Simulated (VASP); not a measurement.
# Os (Fm-3m) in VASP: further runs, part 2 of 2

VASP 6.6.1.

**3. Single point, PBE**

This run uses another cell than the first one, of 14.27 Å³/atom, 1.032 times its volume.

Contents of INCAR:

```
SYSTEM = Os
PREC     = Accurate       ! precision mode
ENCUT    = 600            ! plane-wave cutoff, eV
EDIFF    = 1E-6           ! SCF threshold, eV
ISMEAR   = -1             ! smearing method
SIGMA    = 0.1            ! smearing width, eV
LREAL    = .FALSE.        ! projectors in reciprocal space
LASPH    = .TRUE.         ! aspherical terms in the spheres
NELM     = 120            ! most SCF steps
ALGO     = Normal         ! electronic algorithm
ISIF     = 2              ! what is computed and relaxed
LWAVE    = .FALSE.        ! write WAVECAR
LCHARG   = .TRUE.         ! write CHGCAR
GGA      = PE             ! functional
LELF     = .TRUE.         ! ELF
LVHAR    = .TRUE.       
NBANDS   = 10             ! bands
GGA_COMPAT= .FALSE.
```

Contents of KPOINTS:

```
Automatic mesh
0
G
  10 10 10
  0 0 0
```

Contents of POSCAR:

```
Os
1.0
    0.0000000000      1.9253521920      1.9253521920
    1.9253521920      0.0000000000      1.9253521920
    1.9253521920      1.9253521920      0.0000000000
Os
1
Direct
    0.0000000000      0.0000000000      0.0000000000
```

Potentials or basis: VASP PAW PBE potentials, release 64 (Os).

Started as:

```sh
cat potpaw_PBE.64/Os/POTCAR > POTCAR
mpirun -np 1 vasp_std > vasp.out
```

OUTCAR:

```text
SYSTEM = Os
   PREC = Accurate
   ENCUT = 600
   EDIFF = 1E-6
   ISMEAR = -1
   LREAL = .FALSE.
   LASPH = .TRUE.
   NELM = 120
   ISIF = 2
   GGA = PE

 ion  position               nearest neighbor table
   1  0.000  0.000  0.000-

  LATTYP: Found a face centered cubic cell.
 ALAT       =     3.8507043840

  Lattice vectors:

 A1 = (   0.0000000000,   1.9253521920,   1.9253521920)
 A2 = (   1.9253521920,   0.0000000000,   1.9253521920)
 A3 = (   1.9253521920,   1.9253521920,   0.0000000000)

Analysis of symmetry for initial positions (statically):
=====================================================================
 Subroutine PRICEL returns:
 Original cell was already a primitive cell.

 Routine SETGRP: Setting up the symmetry group for a
 face centered cubic supercell.

 Subroutine GETGRP returns: Found 48 space group operations
 (whereof 48 operations were pure point group operations)
 out of a pool of 48 trial point group operations.

The static configuration has the point symmetry O_h .

Analysis of symmetry for dynamics (positions and initial velocities):
=====================================================================
 Subroutine PRICEL returns:
 Original cell was already a primitive cell.

 Routine SETGRP: Setting up the symmetry group for a
 face centered cubic supercell.

 Subroutine GETGRP returns: Found 48 space group operations
 (whereof 48 operations were pure point group operations)
 out of a pool of 48 trial point group operations.

The dynamic configuration has the point symmetry O_h .

 Subroutine INISYM returns: Found 48 space group operations
 (whereof 48 operations are pure point group operations),
 and found     1 'primitive' translations

----------------------------------------------------------------------------------------

[... 111 lines left out ...]
  volume/ion in A,a.u.               =      14.27        96.33
  Fermi-wavevector in a.u.,A,eV,Ry     =   1.349744  2.550646 24.787204  1.821808
  Thomas-Fermi vector in A             =   2.477305
   LORBIT       =      0    0 simple, 1 ext, 2 COOP (PROOUT), +10 PAW based schemes
   GGA     = PE    functional components
   LHFCALC =     F    Hartree Fock is set to
   AEXX    =    0.0000 exact exchange contribution
   IVDW    =     0    specifies the selected vdW correction
   LEPSILON=     F    determine dielectric tensor
   LRPA    =     F    only Hartree local field effects (RPA)
 non-spin polarized calculation
  energy-cutoff  :      600.00
  volume of cell :       14.27
 maximum number of plane-waves:       531
 NGX is ok and might be reduce to    24
   NGX = 11   NGY = 11   NGZ = 11

 number of electron       8.0000000 magnetization

 Free energy of the ion-electron system (eV)
  ---------------------------------------------------
  ext. energy  EPLUGINS =         0.00000000
  ---------------------------------------------------
  free energy    TOTEN  =       -11.09621634 eV

  energy without entropy =      -11.05521085  energy(sigma->0) =      -11.07571360

 E-fermi :   9.0976     XC(G=0): -13.9381

 val. band max:        9.0323385383   @ k =   0.5000   0.3000   0.0000
 cond. band min:       9.0983584365   @ k =   0.3000   0.1000   0.0000
 fundamental gap:      0.0660198982
 Fermi energy:         9.0975559782

 k-point     1 :       0.0000    0.0000    0.0000
  band No.  band energies     occupation
      1      -1.5988      2.00000
      2       6.1359      2.00000
      3       6.1359      2.00000
      4       6.1359      2.00000
      5       9.1001      0.98713
      6       9.1001      0.98713
      7      23.3012      0.00000
      8      29.0137      0.00000
      9      29.0137      0.00000
     10      29.0137      0.00000
[... 287 lines left out ...]
 k-point    24 :       0.4000    0.3000    0.0000
  band No.  band energies     occupation
      1       2.2969      2.00000
      2       3.1661      2.00000
      3       7.2489      2.00000
      4       9.4285      0.07052
      5      11.1157      0.00000
      6      11.2993      0.00000
      7      22.7177      0.00000
      8      24.8797      0.00000
      9      26.2362      0.00000
     10      30.8500      0.00000

 [... further k-points ...]

------------------------ aborting loop because EDIFF is reached ----------------------------------------

  FORCE on cell =-STRESS in cart. coord.  units (eV):
  Direction    XX          YY          ZZ          XY          YZ          ZX
  --------------------------------------------------------------------------------------
  -------------------------------------------------------------------------------------
  Total        0.2275413      0.2275413      0.2275413      0.0000000      0.0000000      0.0000000
  in kB       25.5393699     25.5393699     25.5393699      0.0000000      0.0000000      0.0000000
  external PRESSURE =      25.5393699 kB  Pullay stress =       0.0000000 kB

 VOLUME and BASIS-vectors are now :
 -----------------------------------------------------------------------------
  energy-cutoff  :      600.00
  volume of cell :       14.27
      direct lattice vectors                 reciprocal lattice vectors
     0.000000000  1.925352192  1.925352192    -0.259692747  0.259692747  0.259692747
     1.925352192  0.000000000  1.925352192     0.259692747 -0.259692747  0.259692747
     1.925352192  1.925352192  0.000000000     0.259692747  0.259692747 -0.259692747

 POSITION                                       TOTAL-FORCE (eV/Angst)
 -----------------------------------------------------------------------------------
      0.00000      0.00000      0.00000         0.000000      0.000000      0.000000
 -----------------------------------------------------------------------------------
    total drift:                                0.000000     -0.000000     -0.000000

  FREE ENERGIE OF THE ION-ELECTRON SYSTEM (eV)
  ---------------------------------------------------
  free  energy   TOTEN  =       -11.0962163410 eV

  energy  without entropy=      -11.0552108508  energy(sigma->0) =      -11.07571360
```

OSZICAR:

```text
N       E                     dE             d eps       ncg     rms          rms(c)
DAV:   1     0.419578623526E+02    0.41958E+02   -0.45511E+03   940   0.842E+02
DAV:   2    -0.104477014989E+02   -0.52406E+02   -0.48927E+02   966   0.209E+02
DAV:   3    -0.117955726084E+02   -0.13479E+01   -0.13366E+01  1102   0.320E+01
DAV:   4    -0.117995487376E+02   -0.39761E-02   -0.39756E-02  1014   0.192E+00
DAV:   5    -0.117995626129E+02   -0.13875E-04   -0.13874E-04  1050   0.106E-01    0.158E+01
DAV:   6    -0.112515822931E+02    0.54798E+00   -0.59848E-01  1118   0.622E+00    0.707E+00
DAV:   7    -0.111001706855E+02    0.15141E+00   -0.40940E-01  1162   0.487E+00    0.475E-01
DAV:   8    -0.110985282821E+02    0.16424E-02   -0.17680E-03   976   0.338E-01    0.420E-01
DAV:   9    -0.110962319128E+02    0.22964E-02   -0.14866E-03  1028   0.415E-01    0.284E-02
DAV:  10    -0.110962255465E+02    0.63663E-05   -0.24019E-05  1054   0.378E-02    0.842E-03
DAV:  11    -0.110962163451E+02    0.92014E-05   -0.18644E-06   928   0.194E-02    0.222E-03
DAV:  12    -0.110962163410E+02    0.40835E-08   -0.82111E-09   502   0.839E-04
   1 F= -.11096216E+02 E0= -.11075714E+02  d E =-.410055E-01
```

stdout:

```text
POSCAR found type information on POSCAR Os
 POSCAR found :  1 types and       1 ions
 scaLAPACK will be used
 LDA part: xc-table for (Slater+PW92), standard interpolation
 POSCAR, INCAR and KPOINTS ok, starting setup
 FFT: planning ... GRIDC
 FFT: planning ... GRID_SOFT
 FFT: planning ... GRID
 WAVECAR not read
 entering main loop
```

It took 7.3 s on 1 thread of AMD EPYC 9R45 (Zen 5), shared host; peak memory 0.12 GiB.

What came out:

| Property | Result |
| --- | --- |
| Free energy | -11.0962 eV |
| Pressure | 2.6 GPa |
| Band gap on the k mesh | zero (band 4 reaches 11.40 eV, above the bottom of band 5 at 7.55 eV) |

Caveat: spin-orbit coupling is left out, which moves the levels of the heavy elements.
